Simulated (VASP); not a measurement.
# FeO (Wuestite) in VASP: further runs

The runs below take FeO (Wuestite) through single point, relaxation of cell and atoms, with PBE, revPBE+D4, LDA.

All numbers are computed with VASP 6.6.1; they aren't measurements. Logs are shortened: lines on timing, memory, paths and dates and some standing lists are left out, and cuts for length are marked.

### 1 The cell of the first run

Symmetry: R-3m, No. 166, trigonal system. Conventional cell: a = 3.038 Å, b = 3.038 Å, c = 7.559 Å, α = 90.00°, β = 90.00°, γ = 120.00°. Within 2.9 Å of Fe (site symmetry -3m) lie 6 O at 2.16 Å. Within 2.9 Å of O (site symmetry -3m) lie 6 Fe at 2.16 Å.

### 2 Single point, PBE, collinear spin, ferromagnetic start

Contents of INCAR:

```
SYSTEM = FeO
PREC = Accurate
ENCUT = 520
EDIFF = 1E-6
ISMEAR = 0
SIGMA = 0.05
LREAL = .FALSE.
LASPH = .TRUE.
NELM = 150
ALGO = Normal
ISIF = 2
LWAVE = .FALSE.
LCHARG = .FALSE.
ISPIN = 2
MAGMOM = 3 0
LORBIT = 11
LMAXMIX = 4
GGA = PE
NBANDS = 18
```

Contents of KPOINTS:

```
regular mesh
0
G
  11 11 11
  0 0 0
```

Contents of POSCAR:

```
FeO
1.0
    1.5188209023      0.8768916568      2.5195772846
   -1.5188209023      0.8768916568      2.5195772846
    0.0000000000     -1.7537833136      2.5195772846
Fe O
1 1
Direct
    0.0000000000      0.0000000000      0.0000000000
    0.5000000000      0.5000000000      0.5000000000
```

Potentials or basis: VASP PAW PBE potentials, release 64 (Fe, O).

Command:

```
cat potpaw_PBE.64/Fe/POTCAR potpaw_PBE.64/O/POTCAR > POTCAR
mpirun -np 1 vasp_std > vasp.out
```

OUTCAR:

```text
SYSTEM = FeO
   PREC = Accurate
   ENCUT = 520
   EDIFF = 1E-6
   ISMEAR = 0
   LREAL = .FALSE.
   LASPH = .TRUE.
   NELM = 150
   ISIF = 2
   ISPIN = 2
   LORBIT = 11
   GGA = PE

 ion  position               nearest neighbor table
   1  0.000  0.000  0.000-   2 2.16   2 2.16   2 2.16   2 2.16   2 2.16   2 2.16
   2  0.500  0.500  0.500-   1 2.16   1 2.16   1 2.16   1 2.16   1 2.16   1 2.16

  LATTYP: Found a trigonal (rhomboedric) cell.
 ALAT       =     3.0698575869
 COS(alpha) =     0.5104391626

  Lattice vectors:

 A1 = (   1.5188209023,   0.8768916568,   2.5195772846)
 A2 = (  -1.5188209023,   0.8768916568,   2.5195772846)
 A3 = (   0.0000000000,  -1.7537833136,   2.5195772846)

Analysis of symmetry for initial positions (statically):
=====================================================================
 Subroutine PRICEL returns:
 Original cell was already a primitive cell.

 Routine SETGRP: Setting up the symmetry group for a
 trigonal (rhombohedral) supercell.

 Subroutine GETGRP returns: Found 12 space group operations
 (whereof 12 operations were pure point group operations)
 out of a pool of 12 trial point group operations.

The static configuration has the point symmetry D_3d.

Analysis of symmetry for dynamics (positions and initial velocities):
=====================================================================
 Subroutine PRICEL returns:
 Original cell was already a primitive cell.

 Routine SETGRP: Setting up the symmetry group for a
 trigonal (rhombohedral) supercell.

 Subroutine GETGRP returns: Found 12 space group operations
 (whereof 12 operations were pure point group operations)
 out of a pool of 12 trial point group operations.

The dynamic configuration has the point symmetry D_3d.

Analysis of structural, dynamic, and magnetic symmetry:
=====================================================================
 Subroutine PRICEL returns:
 Original cell was already a primitive cell.

 Routine SETGRP: Setting up the symmetry group for a
 trigonal (rhombohedral) supercell.

 Subroutine GETGRP returns: Found 12 space group operations
 (whereof 12 operations were pure point group operations)
 out of a pool of 12 trial point group operations.

The overall configuration has the point symmetry D_3d.

 Subroutine INISYM returns: Found 12 space group operations
 (whereof 12 operations are pure point group operations),
 and found     1 'primitive' translations

----------------------------------------------------------------------------------------

                                     Primitive cell

  volume of cell :      20.1341

  direct lattice vectors                    reciprocal lattice vectors
     1.518820902  0.876891657  2.519577285     0.329202738  0.190065290  0.132297324
    -1.518820902  0.876891657  2.519577285    -0.329202738  0.190065290  0.132297324
     0.000000000 -1.753783314  2.519577285     0.000000000 -0.380130579  0.132297324

  length of vectors
     3.069857587  3.069857587  3.069857587     0.402494521  0.402494521  0.402494521

  position of ions in fractional coordinates (direct lattice)
     0.000000000  0.000000000  0.000000000
     0.500000000  0.500000000  0.500000000

  ion indices of the primitive-cell ions
   primitive index   ion index
                 1           1
                 2           2

----------------------------------------------------------------------------------------

 KPOINTS: regular mesh

Automatic generation of k-mesh.
 Grid dimensions read from file:
 generate k-points for:   11   11   11

 Generating k-lattice:

  Cartesian coordinates                     Fractional coordinates (reciprocal lattice)
     0.029927522  0.017278663  0.012027029     0.090909091 -0.000000000  0.000000000
    -0.029927522  0.017278663  0.012027029    -0.000000000  0.090909091  0.000000000
     0.000000000 -0.034557325  0.012027029     0.000000000  0.000000000  0.090909091

  Length of vectors
     0.036590411  0.036590411  0.036590411

  Shift w.r.t. Gamma in fractional coordinates (k-lattice)
     0.000000000  0.000000000  0.000000000

 Subroutine IBZKPT returns following result:
 ===========================================

 Found    146 irreducible k-points:

 Following reciprocal coordinates:
            Coordinates               Weight
  0.000000  0.000000  0.000000      1.000000
  0.090909  0.000000 -0.000000      6.000000
  0.181818  0.000000 -0.000000      6.000000
  0.272727  0.000000  0.000000      6.000000
  0.363636  0.000000  0.000000      6.000000
  0.454545  0.000000 -0.000000      6.000000
[... 16 lines left out ...]
 -0.272727  0.181818  0.000000     12.000000
 -0.181818  0.181818  0.000000      6.000000
 [... further k-points ...]
   k-points           NKPTS =    146   k-points in BZ     NKDIM =    146   number of bands    NBANDS=     18
   number of dos      NEDOS =    301   number of ions     NIONS =      2
   total plane-waves  NPLWV =  13824
   dimension x,y,z NGX =    24 NGY =   24 NGZ =   24
   dimension x,y,z NGXF=    48 NGYF=   48 NGZF=   48
   ions per type =               1   1
   NGX,Y,Z   is equivalent  to a cutoff of  13.00, 13.00, 13.00 a.u.
   NGXF,Y,Z  is equivalent  to a cutoff of  25.99, 25.99, 25.99 a.u.
 SYSTEM =  FeO
   PREC   = accura    normal or accurate (medium, high low for compatibility)
   ISTART =      0    job   : 0-new  1-cont  2-samecut
   ICHARG =      2    charge: 1-file 2-atom 10-const
   ISPIN  =      2    spin polarized calculation?
   LNONCOLLINEAR =      F non collinear calculations
   LSORBIT =      F    spin-orbit coupling
   LASPH  =      T    aspherical Exc in radial PAW
   ENCUT  =  520.0 eV  38.22 Ry    6.18 a.u.   5.71  5.71  5.71*2*pi/ulx,y,z
   NELM   =    150;   NELMIN=  2; NELMDL= -5     # of ELM steps
   EDIFF  = 0.1E-05   stopping-criterion for ELM
   LREAL  =      F    real-space projection
   EDIFFG = 0.1E-04   stopping-criterion for IOM
   NSW    =      0    number of steps for IOM
   IBRION =     -1    ionic relax: 0-MD 1-quasi-New 2-CG
   NFREE  =      0    steps in history (QN), initial steepest desc. (CG)
   ISIF   =      2    stress and relaxation
   ISYM   =      2    0-nonsym 1-usesym 2-fastsym
   POTIM  = 0.5000    time-step for ionic-motion
   TEBEG  =    0.0;   TEEND  =   0.0 temperature during run
   PSTRESS=    0.0 pullay stress
   NELECT =      14.0000    total number of electrons
   NUPDOWN=      -1.0000    fix difference up-down
   EMIN   =  10.00;   EMAX   =-10.00  energy-range for DOS
   EFERMI =   0.00;   METHOD = LEGACY
   ISMEAR =     0;   SIGMA  =   0.05  broadening in eV -4-tet -1-fermi 0-gaus
   EFERMI_NEDOS =   21; number of points for ismear=-14 and -15
   IALGO  =     38    algorithm
   IMIX   =      4    mixing-type and parameters
     AMIX     =   0.40;   BMIX     =  1.00
     AMIX_MAG =   1.60;   BMIX_MAG =  1.00
  volume/ion in A,a.u.               =      10.07        67.94
  Fermi-wavevector in a.u.,A,eV,Ry     =   1.450353  2.740770 28.620176  2.103524
  Thomas-Fermi vector in A             =   2.567975
   LORBIT       =     11    0 simple, 1 ext, 2 COOP (PROOUT), +10 PAW based schemes
   GGA     = PE    functional components
   LHFCALC =     F    Hartree Fock is set to
   AEXX    =    0.0000 exact exchange contribution
   IVDW    =     0    specifies the selected vdW correction
   LEPSILON=     F    determine dielectric tensor
   LRPA    =     F    only Hartree local field effects (RPA)
 spin polarized calculation
 Gauss-broadening in eV      SIGMA  =   0.05
  energy-cutoff  :      520.00
  volume of cell :       20.13
 maximum number of plane-waves:       556
   NGX = 11   NGY = 11   NGZ = 11

 number of electron      13.9999999 magnetization       3.9997005

 Free energy of the ion-electron system (eV)
  ---------------------------------------------------
  ext. energy  EPLUGINS =         0.00000000
  ---------------------------------------------------
  free energy    TOTEN  =       -14.92974808 eV

  energy without entropy =      -14.92770303  energy(sigma->0) =      -14.92872555

 E-fermi :   6.1423     XC(G=0): -12.1347

 val. band max:        6.1378148467   @ k =  -0.4545   0.1818  -0.0000
 cond. band min:       6.1460014260   @ k =   0.4545   0.1818   0.1818
 fundamental gap:      0.0081865793
 Fermi energy:         6.1423119542

 spin component 1

 k-point     1 :       0.0000    0.0000    0.0000
  band No.  band energies     occupation
      1     -14.5335      1.00000
      2       2.2300      1.00000
      3       2.2929      1.00000
      4       2.2929      1.00000
      5       2.3011      1.00000
      6       2.4005      1.00000
[... 10 lines left out ...]
     17      26.7803      0.00000
     18      29.8330      0.00000
[... 463 lines left out ...]
 k-point    24 :      -0.1818    0.1818    0.0000
  band No.  band energies     occupation
      1     -13.8310      1.00000
      2      -1.0737      1.00000
      3      -0.0519      1.00000
      4       0.5023      1.00000
      5       2.6063      1.00000
      6       2.9027      1.00000
[... 10 lines left out ...]
     17      32.7484      0.00000
     18      34.4774      0.00000

 [... further k-points ...]

 spin component 2

 k-point     1 :       0.0000    0.0000    0.0000
  band No.  band energies     occupation
      1     -14.0031      1.00000
      2       2.8541      1.00000
      3       2.9571      1.00000
      4       2.9571      1.00000
      5       5.3559      1.00000
      6       5.4396      1.00000
[... 10 lines left out ...]
     17      28.3708      0.00000
     18      30.9077      0.00000
[... 463 lines left out ...]
 k-point    24 :      -0.1818    0.1818    0.0000
  band No.  band energies     occupation
      1     -13.2881      1.00000
      2      -0.2008      1.00000
      3       1.4347      1.00000
      4       1.5397      1.00000
      5       5.8696      1.00000
      6       6.0863      0.94347
[... 10 lines left out ...]
     17      33.5796      0.00000
     18      35.1760      0.00000

 [... further k-points ...]
[... 5 lines left out ...]
  --------------------------------------------------------------------------------------
  -------------------------------------------------------------------------------------
  Total       -0.1161672     -0.1161672     -0.2273940      0.0000000      0.0000000      0.0000000
  in kB       -9.2440570     -9.2440570    -18.0949801      0.0000000      0.0000000      0.0000000
  external PRESSURE =     -12.1943647 kB  Pullay stress =       0.0000000 kB

 VOLUME and BASIS-vectors are now :
 -----------------------------------------------------------------------------
  energy-cutoff  :      520.00
  volume of cell :       20.13
      direct lattice vectors                 reciprocal lattice vectors
     1.518820902  0.876891657  2.519577285     0.329202738  0.190065290  0.132297324
    -1.518820902  0.876891657  2.519577285    -0.329202738  0.190065290  0.132297324
     0.000000000 -1.753783314  2.519577285     0.000000000 -0.380130579  0.132297324

 POSITION                                       TOTAL-FORCE (eV/Angst)
 -----------------------------------------------------------------------------------
      0.00000      0.00000      0.00000         0.000000     -0.000000      0.000000
      0.00000      0.00000      3.77937         0.000000      0.000000     -0.000000
 -----------------------------------------------------------------------------------
    total drift:                               -0.000000      0.000000     -0.000000

  FREE ENERGIE OF THE ION-ELECTRON SYSTEM (eV)
  ---------------------------------------------------
  free  energy   TOTEN  =       -14.9297480778 eV

  energy  without entropy=      -14.9277030316  energy(sigma->0) =      -14.92872555

 total charge

# of ion       s       p       d       tot
------------------------------------------
    1        0.286   0.355   6.082   6.722
    2        1.556   3.435   0.000   4.991
--------------------------------------------------
tot          1.842   3.789   6.082  11.713

 magnetization (x)

# of ion       s       p       d       tot
------------------------------------------
    1        0.027   0.021   3.572   3.620
    2        0.030   0.271   0.000   0.300
--------------------------------------------------
tot          0.057   0.292   3.572   3.920
```

It took 58 s on 1 thread of Intel Xeon Platinum 8488C (Sapphire Rapids), shared host; peak memory 0.21 GiB.

Results:

- Free energy: -14.9297 eV
- Pressure: -1.2 GPa
- Band gap on the k mesh: zero (filled and empty bands overlap)
- Net moment: 4.00 μB per cell
- Site moments: Fe +3.62; O +0.30 μB
- Valence electrons inside the program's atomic spheres: Fe 6.72; O 4.99

Caveat: a cell with one magnetic atom can't hold antiferromagnetic order, which such compounds often take; semilocal functionals often make such compounds metallic where correlation or magnetic order opens a gap, which also shifts bond lengths.

(Part 1 of 3 ends here.)
